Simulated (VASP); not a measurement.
A run of VASP 6.6.1 is set up as follows.

File INCAR:

```
  ALGO = Normal
  EDIFF = 1E-6
  ENCUT = 520
  GGA = PE
  ISIF = 2
  ISMEAR = -1
  LASPH = T
  LCHARG = T
  LELF = T
  LREAL = F
  LVHAR = T
  LWAVE = F
  NBANDS = 26
  NELM = 60
  PREC = Accurate
  SIGMA = 0.1
```

Contents of KPOINTS:

```
k-points
0
Gamma
  10 10 3
```

File POSCAR:

```
K
1.0
    4.7155516388      0.0000000000      0.0000000000
   -2.3577758194      4.0837875121      0.0000000000
    0.0000000000      0.0000000000     15.3837555718
K
4
Direct
    1.0000000000      0.0000000000      0.0000000000
    1.0000000000      0.0000000000      0.5000000000
    0.3333333333      0.6666666667      0.2500000000
    0.6666666667      0.3333333333      0.7500000000
```

Potentials or basis: VASP PAW PBE potentials, release 64 (K_sv).

The run is started by

```sh
$ cat potpaw_PBE.64/K_sv/POTCAR > POTCAR
$ mpirun -np 1 vasp_std > vasp.out
```

**Question.** What does it give for the band gap on the k mesh?

**Answer.** Zero (bands 18 and 19 overlap by 2.31 eV).

**Question.** Estimate the pressure.

**Answer.** 0.0 GPa.
